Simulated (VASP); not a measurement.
# TiO (Pm-3m) in VASP: single point with PBEsol+U

Aim: the single point of TiO with PBEsol+U.

Program: VASP 6.6.1. These are calculated values, not measurements. Logs are shortened: lines on timing, memory, paths and dates and some standing lists are left out, and cuts for length are marked.

### 1 The cell of the first run

The structure is cubic, space group Pm-3m (No. 221). Conventional cell: a = 4.087 Å, b = 4.087 Å, c = 4.087 Å, α = 90.00°, β = 90.00°, γ = 90.00°. Within 2.7 Å of Ti (site symmetry 4/mmm) lie 4 O at 2.04 Å. Within 2.7 Å of O (site symmetry 4/mmm) lie 4 Ti at 2.04 Å.

### 2 Single point, PBEsol+U, collinear spin

Input file INCAR:

```
ALGO = Normal
EDIFF = 1E-6
ENCUT = 520
GGA = PS
ISIF = 2
ISMEAR = 0
ISPIN = 2
LASPH = T
LCHARG = F
LDAU = T
LDAUJ = 0 0
LDAUL = 2 -1
LDAUPRINT = 1
LDAUTYPE = 2
LDAUU = 2 0
LMAXMIX = 4
LORBIT = 11
LREAL = F
LWAVE = F
MAGMOM = 2.5 0 0 0 0 0
NBANDS = 40
NELM = 150
PREC = Accurate
SIGMA = 0.05
```

Input file KPOINTS:

```
k-points
0
Gamma
  10 10 10
```

Input file POSCAR:

```
TiO
1.0
    4.0866680000      0.0000000000      0.0000000000
    0.0000000000      4.0866680000      0.0000000000
    0.0000000000      0.0000000000      4.0866680000
Ti O
3 3
Direct
    0.5000000000      0.5000000000      0.0000000000
    0.0000000000      0.5000000000      0.5000000000
    0.5000000000      0.0000000000      0.5000000000
    0.0000000000      0.5000000000      0.0000000000
    0.5000000000      0.0000000000      0.0000000000
    0.0000000000      0.0000000000      0.5000000000
```

Potentials or basis: VASP PAW PBE potentials, release 64 (Ti_sv, O).

Run with:

```console
> cat potpaw_PBE.64/Ti_sv/POTCAR potpaw_PBE.64/O/POTCAR > POTCAR
> mpirun -np 1 vasp_std > vasp.out
```

OUTCAR:

```text
EDIFF = 1E-6
   ENCUT = 520
   GGA = PS
   ISIF = 2
   ISMEAR = 0
   ISPIN = 2
   LASPH = T
   LORBIT = 11
   LREAL = F
   NELM = 150
   PREC = Accurate

 ion  position               nearest neighbor table
   1  0.500  0.500  0.000-   4 2.04   5 2.04   5 2.04   4 2.04   2 2.89   3 2.89   3 2.89   2 2.89
                             3 2.89   2 2.89   3 2.89   2 2.89
   2  0.000  0.500  0.500-   4 2.04   6 2.04   4 2.04   6 2.04   1 2.89   1 2.89   3 2.89   3 2.89
                             1 2.89   3 2.89   1 2.89   3 2.89
   3  0.500  0.000  0.500-   5 2.04   6 2.04   5 2.04   6 2.04   1 2.89   1 2.89   1 2.89   2 2.89
                             1 2.89   2 2.89   2 2.89   2 2.89
   4  0.000  0.500  0.000-   1 2.04   2 2.04   2 2.04   1 2.04
   5  0.500  0.000  0.000-   1 2.04   3 2.04   3 2.04   1 2.04
   6  0.000  0.000  0.500-   2 2.04   3 2.04   2 2.04   3 2.04

  LATTYP: Found a simple cubic cell.
 ALAT       =     4.0866680000

  Lattice vectors:

 A1 = (   4.0866680000,   0.0000000000,   0.0000000000)
 A2 = (   0.0000000000,   4.0866680000,   0.0000000000)
 A3 = (   0.0000000000,   0.0000000000,   4.0866680000)

Analysis of symmetry for initial positions (statically):
=====================================================================
 Subroutine PRICEL returns:
 Original cell was already a primitive cell.

 Routine SETGRP: Setting up the symmetry group for a
 simple cubic supercell.

 Subroutine GETGRP returns: Found 48 space group operations
 (whereof 48 operations were pure point group operations)
 out of a pool of 48 trial point group operations.

The static configuration has the point symmetry O_h .

Analysis of symmetry for dynamics (positions and initial velocities):
=====================================================================
 Subroutine PRICEL returns:
 Original cell was already a primitive cell.

 Routine SETGRP: Setting up the symmetry group for a
 simple cubic supercell.

 Subroutine GETGRP returns: Found 48 space group operations
 (whereof 48 operations were pure point group operations)
 out of a pool of 48 trial point group operations.

The dynamic configuration has the point symmetry O_h .

Analysis of structural, dynamic, and magnetic symmetry:
=====================================================================
 Subroutine PRICEL returns:
 Original cell was already a primitive cell.

 Routine SETGRP: Setting up the symmetry group for a
 simple cubic supercell.

 Subroutine GETGRP returns: Found 16 space group operations
 (whereof 16 operations were pure point group operations)
 out of a pool of 48 trial point group operations.

The overall configuration has the point symmetry D_4h.

 Subroutine INISYM returns: Found 16 space group operations
 (whereof 16 operations are pure point group operations),
 and found     1 'primitive' translations

----------------------------------------------------------------------------------------

                                     Primitive cell

  volume of cell :      68.2509

  direct lattice vectors                    reciprocal lattice vectors
     4.086668000  0.000000000  0.000000000     0.244698126  0.000000000  0.000000000
     0.000000000  4.086668000  0.000000000     0.000000000  0.244698126  0.000000000
     0.000000000  0.000000000  4.086668000     0.000000000  0.000000000  0.244698126

  length of vectors
     4.086668000  4.086668000  4.086668000     0.244698126  0.244698126  0.244698126

  position of ions in fractional coordinates (direct lattice)
     0.500000000  0.500000000  0.000000000
     0.000000000  0.500000000  0.500000000
     0.500000000  0.000000000  0.500000000
     0.000000000  0.500000000  0.000000000
     0.500000000  0.000000000  0.000000000
     0.000000000  0.000000000  0.500000000

  ion indices of the primitive-cell ions
   primitive index   ion index
                 1           1
                 2           2
                 3           3
                 4           4
                 5           5
                 6           6

----------------------------------------------------------------------------------------

 KPOINTS: k-points

Automatic generation of k-mesh.
 Grid dimensions read from file:
 generate k-points for:   10   10   10

 Generating k-lattice:

  Cartesian coordinates                     Fractional coordinates (reciprocal lattice)
     0.024469813  0.000000000  0.000000000     0.100000000  0.000000000  0.000000000
     0.000000000  0.024469813  0.000000000     0.000000000  0.100000000  0.000000000
     0.000000000  0.000000000  0.024469813     0.000000000  0.000000000  0.100000000

  Length of vectors
     0.024469813  0.024469813  0.024469813

  Shift w.r.t. Gamma in fractional coordinates (k-lattice)
     0.000000000  0.000000000  0.000000000

 Subroutine IBZKPT returns following result:
 ===========================================

 Found    126 irreducible k-points:

 Following reciprocal coordinates:
            Coordinates               Weight
  0.000000  0.000000  0.000000      1.000000
  0.100000  0.000000  0.000000      4.000000
  0.000000  0.000000  0.100000      2.000000
  0.200000  0.000000  0.000000      4.000000
  0.000000  0.000000  0.200000      2.000000
  0.300000  0.000000  0.000000      4.000000
[... 16 lines left out ...]
  0.500000  0.100000  0.000000      4.000000
  0.000000  0.500000  0.100000      4.000000
 [... further k-points ...]
   k-points           NKPTS =    126   k-points in BZ     NKDIM =    126   number of bands    NBANDS=     40
   number of dos      NEDOS =    301   number of ions     NIONS =      6
   total plane-waves  NPLWV =  27000
   dimension x,y,z NGX =    30 NGY =   30 NGZ =   30
   dimension x,y,z NGXF=    60 NGYF=   60 NGZF=   60
   ions per type =               3   3
   NGX,Y,Z   is equivalent  to a cutoff of  12.20, 12.20, 12.20 a.u.
   NGXF,Y,Z  is equivalent  to a cutoff of  24.41, 24.41, 24.41 a.u.
 SYSTEM =  unknown system
   PREC   = accura    normal or accurate (medium, high low for compatibility)
   ISTART =      0    job   : 0-new  1-cont  2-samecut
   ICHARG =      2    charge: 1-file 2-atom 10-const
   ISPIN  =      2    spin polarized calculation?
   LNONCOLLINEAR =      F non collinear calculations
   LSORBIT =      F    spin-orbit coupling
   LASPH  =      T    aspherical Exc in radial PAW
   ENCUT  =  520.0 eV  38.22 Ry    6.18 a.u.   7.60  7.60  7.60*2*pi/ulx,y,z
   NELM   =    150;   NELMIN=  2; NELMDL= -5     # of ELM steps
   EDIFF  = 0.1E-05   stopping-criterion for ELM
   LREAL  =      F    real-space projection
   EDIFFG = 0.1E-04   stopping-criterion for IOM
   NSW    =      0    number of steps for IOM
   IBRION =     -1    ionic relax: 0-MD 1-quasi-New 2-CG
   NFREE  =      0    steps in history (QN), initial steepest desc. (CG)
   ISIF   =      2    stress and relaxation
   ISYM   =      2    0-nonsym 1-usesym 2-fastsym
   POTIM  = 0.5000    time-step for ionic-motion
   TEBEG  =    0.0;   TEEND  =   0.0 temperature during run
   PSTRESS=    0.0 pullay stress
   NELECT =      54.0000    total number of electrons
   NUPDOWN=      -1.0000    fix difference up-down
   EMIN   =  10.00;   EMAX   =-10.00  energy-range for DOS
   EFERMI =   0.00;   METHOD = LEGACY
   ISMEAR =     0;   SIGMA  =   0.05  broadening in eV -4-tet -1-fermi 0-gaus
   EFERMI_NEDOS =   21; number of points for ismear=-14 and -15
   IALGO  =     38    algorithm
   IMIX   =      4    mixing-type and parameters
     AMIX     =   0.40;   BMIX     =  1.00
     AMIX_MAG =   1.60;   BMIX_MAG =  1.00
  volume/ion in A,a.u.               =      11.38        76.76
  Fermi-wavevector in a.u.,A,eV,Ry     =   1.514154  2.861336 31.193567  2.292662
  Thomas-Fermi vector in A             =   2.623850
   LORBIT       =     11    0 simple, 1 ext, 2 COOP (PROOUT), +10 PAW based schemes
 LDA+U is selected, type is set to LDAUTYPE =  2
   angular momentum for each species LDAUL =     2   -1
   U (eV)           for each species LDAUU =   2.0  0.0
   J (eV)           for each species LDAUJ =   0.0  0.0
   GGA     = PS    functional components
   LHFCALC =     F    Hartree Fock is set to
   AEXX    =    0.0000 exact exchange contribution
   IVDW    =     0    specifies the selected vdW correction
   LEPSILON=     F    determine dielectric tensor
   LRPA    =     F    only Hartree local field effects (RPA)
 spin polarized calculation
 Gauss-broadening in eV      SIGMA  =   0.05
  energy-cutoff  :      520.00
  volume of cell :       68.25
 maximum number of plane-waves:      1863
   NGX = 15   NGY = 15   NGZ = 15

atom =   1  type =  1  l = 2

 onsite density matrix

spin component  1
[... 83 lines left out ...]
  o =  0.0828  v =  0.0000  0.0000  0.0000  0.0000  0.0000  0.0000  0.0000 -0.0000  1.0000 -0.0000      0.0000  0.0000  0.0000  0.0000  0.0000  0.0000  0.0000  0.0000  0.0000  0.0000
  o =  0.0893  v =  0.0000 -0.0000  0.0000 -1.0000 -0.0000  0.0000  0.0000  0.0000  0.0000  0.0000      0.0000  0.0000  0.0000  0.0000  0.0000  0.0000  0.0000  0.0000  0.0000  0.0000
  o =  0.1700  v =  0.0000  0.0000  0.0000  0.0000  0.0000  0.0000 -0.0000  0.8661 -0.0000 -0.4999      0.0000  0.0000  0.0000  0.0000  0.0000  0.0000  0.0000  0.0000  0.0000  0.0000
  o =  0.1741  v =  0.0000 -0.0000  0.8660  0.0000 -0.5000  0.0000  0.0000  0.0000  0.0000  0.0000      0.0000  0.0000  0.0000  0.0000  0.0000  0.0000  0.0000  0.0000  0.0000  0.0000
  o =  0.1760  v =  0.0000  0.0000  0.0000  0.0000  0.0000  0.0000 -0.0000  0.4999  0.0000  0.8661      0.0000  0.0000  0.0000  0.0000  0.0000  0.0000  0.0000  0.0000  0.0000  0.0000
  o =  0.1792  v =  0.0000  0.0000  0.0000  0.0000  0.0000  1.0000  0.0000  0.0000  0.0000  0.0000      0.0000  0.0000  0.0000  0.0000  0.0000  0.0000  0.0000  0.0000  0.0000  0.0000
  o =  0.1792  v =  0.0000  0.0000  0.0000  0.0000  0.0000  0.0000 -1.0000 -0.0000  0.0000  0.0000      0.0000  0.0000  0.0000  0.0000  0.0000  0.0000  0.0000  0.0000  0.0000  0.0000
  o =  0.2630  v =  0.0000  0.0000  0.5000  0.0000  0.8660  0.0000  0.0000  0.0000  0.0000  0.0000      0.0000  0.0000  0.0000  0.0000  0.0000  0.0000  0.0000  0.0000  0.0000  0.0000
  o =  0.2878  v =  0.0000 -1.0000 -0.0000  0.0000  0.0000  0.0000  0.0000  0.0000  0.0000  0.0000      0.0000  0.0000  0.0000  0.0000  0.0000  0.0000  0.0000  0.0000  0.0000  0.0000
  o =  0.2878  v =  1.0000  0.0000  0.0000  0.0000  0.0000  0.0000  0.0000  0.0000  0.0000  0.0000      0.0000  0.0000  0.0000  0.0000  0.0000  0.0000  0.0000  0.0000  0.0000  0.0000

 number of electron      54.0000008 magnetization       1.2721432

 Free energy of the ion-electron system (eV)
  ---------------------------------------------------
  ext. energy  EPLUGINS =         0.00000000
  ---------------------------------------------------
  free energy    TOTEN  =       -51.38420693 eV

  energy without entropy =      -51.37922616  energy(sigma->0) =      -51.38171654

 E-fermi :   8.1035     XC(G=0): -12.0531

 val. band max:        8.1020232857   @ k =   0.5000   0.2000   0.2000
 cond. band min:       8.1043748438   @ k =   0.2000   0.2000   0.2000
 fundamental gap:      0.0023515581
 Fermi energy:         8.1034506290

 spin component 1

 k-point     1 :       0.0000    0.0000    0.0000
  band No.  band energies     occupation
      1     -49.5172      1.00000
      2     -49.3773      1.00000
      3     -49.3772      1.00000
      4     -26.0805      1.00000
      5     -26.0805      1.00000
      6     -26.0805      1.00000
[... 2009 lines left out ...]
     38      12.0357      0.00000
     39      13.2043      0.00000

 [... further k-points ...]

 [bands above 39 left out]

------------------------ aborting loop because EDIFF is reached ----------------------------------------

  FORCE on cell =-STRESS in cart. coord.  units (eV):
  Direction    XX          YY          ZZ          XY          YZ          ZX
  --------------------------------------------------------------------------------------
  -------------------------------------------------------------------------------------
  Total       -1.1437126     -1.1437126     -1.1429342      0.0000000     -0.0000000     -0.0000000
  in kB      -26.8484613    -26.8484613    -26.8301890      0.0000000     -0.0000000     -0.0000000
  external PRESSURE =     -26.8423705 kB  Pullay stress =       0.0000000 kB

 VOLUME and BASIS-vectors are now :
 -----------------------------------------------------------------------------
  energy-cutoff  :      520.00
  volume of cell :       68.25
      direct lattice vectors                 reciprocal lattice vectors
     4.086668000  0.000000000  0.000000000     0.244698126  0.000000000  0.000000000
     0.000000000  4.086668000  0.000000000     0.000000000  0.244698126  0.000000000
     0.000000000  0.000000000  4.086668000     0.000000000  0.000000000  0.244698126

 POSITION                                       TOTAL-FORCE (eV/Angst)
 -----------------------------------------------------------------------------------
      2.04333      2.04333      0.00000         0.000000      0.000000      0.000000
      0.00000      2.04333      2.04333         0.000000      0.000000      0.000000
      2.04333      0.00000      2.04333         0.000000      0.000000      0.000000
      0.00000      2.04333      0.00000         0.000000      0.000000      0.000000
      2.04333      0.00000      0.00000         0.000000      0.000000      0.000000
      0.00000      0.00000      2.04333         0.000000      0.000000      0.000000
 -----------------------------------------------------------------------------------
    total drift:                                0.000000      0.000000     -0.000000

  FREE ENERGIE OF THE ION-ELECTRON SYSTEM (eV)
  ---------------------------------------------------
  free  energy   TOTEN  =       -51.3842069289 eV

  energy  without entropy=      -51.3792261580  energy(sigma->0) =      -51.38171654

 total charge

# of ion       s       p       d       tot
------------------------------------------
    1        2.197   6.203   1.863  10.263
    2        2.197   6.203   1.863  10.263
    3        2.197   6.203   1.863  10.263
    4        1.556   3.483   0.000   5.039
    5        1.556   3.483   0.000   5.039
    6        1.556   3.483   0.000   5.039
--------------------------------------------------
tot         11.258  29.060   5.589  45.907

 magnetization (x)

# of ion       s       p       d       tot
------------------------------------------
    1        0.005   0.013   0.312   0.331
    2        0.005   0.013   0.312   0.331
    3        0.005   0.013   0.312   0.331
    4       -0.001  -0.002   0.000  -0.002
    5       -0.001  -0.002   0.000  -0.002
    6       -0.001  -0.002   0.000  -0.002
--------------------------------------------------
tot          0.013   0.034   0.937   0.984
```

Wall time 13 min (1 thread of Oxide Virtual Turin-like, shared host); peak memory 0.49 GiB.

What came out:

- Free energy: -51.3842 eV
- Pressure: -2.7 GPa
- Net moment: 1.27 μB per cell
- Site moments: Ti +0.33; O -0.00 μB
- Valence electrons inside the program's atomic spheres: Ti 10.26; O 5.04

Levels at points of the mesh, in eV from the Fermi level:
Spin up:
| k point | band 26 | band 27 | band 28 | band 29 | band 30 | band 31 |
| --- | --- | --- | --- | --- | --- | --- |
| (0.00, 0.00, 0.00) | -1.67 | -1.67 | -1.67 | 1.46 | 1.46 | 1.46 |
| (0.50, 0.00, 0.00) | -1.33 | 0.15 | 0.15 | 0.93 | 1.08 | 1.47 |
| (0.00, 0.00, 0.50) | -1.33 | 0.15 | 0.15 | 0.93 | 1.08 | 1.47 |
| (0.50, 0.50, 0.00) | -1.02 | -0.23 | -0.23 | 1.65 | 1.76 | 1.76 |
| (0.00, 0.50, 0.50) | -1.02 | -0.23 | -0.23 | 1.65 | 1.76 | 1.76 |
| (0.50, 0.50, 0.50) | -0.85 | -0.85 | 0.05 | 2.41 | 2.41 | 2.41 |
Spin down:
```
           k point  band 23  band 24  band 25  band 26  band 27  band 28  band 29  band 30
(0.00, 0.00, 0.00)    -3.00    -3.00    -3.00    -1.15    -1.15    -1.15     1.73     1.73
(0.50, 0.00, 0.00)    -3.61    -3.61    -2.41    -0.75     0.70     0.70     1.14     1.61
(0.00, 0.00, 0.50)    -3.61    -3.61    -2.41    -0.75     0.70     0.70     1.14     1.61
(0.50, 0.50, 0.00)    -4.79    -2.53    -1.16    -0.46     0.31     0.31     2.24     2.28
(0.00, 0.50, 0.50)    -4.79    -2.53    -1.16    -0.46     0.31     0.31     2.24     2.28
(0.50, 0.50, 0.50)    -2.90    -2.90    -0.31    -0.31    -0.31     0.47     2.99     2.99
```

Eigenvalues of the final occupation matrices:
```tsv
site	spin	trace	eigenvalues
site 1 d	1	1.10	0.09 0.17 0.26 0.29 0.29
site 1 d	2	0.79	0.08 0.17 0.18 0.18 0.18
site 2 d	1	1.10	0.09 0.17 0.26 0.29 0.29
site 2 d	2	0.79	0.08 0.17 0.18 0.18 0.18
site 3 d	1	1.10	0.09 0.17 0.26 0.29 0.29
site 3 d	2	0.79	0.08 0.17 0.18 0.18 0.18
```

Caveat: the PAW data sets were made with another functional, which shifts forces and pressure a little.
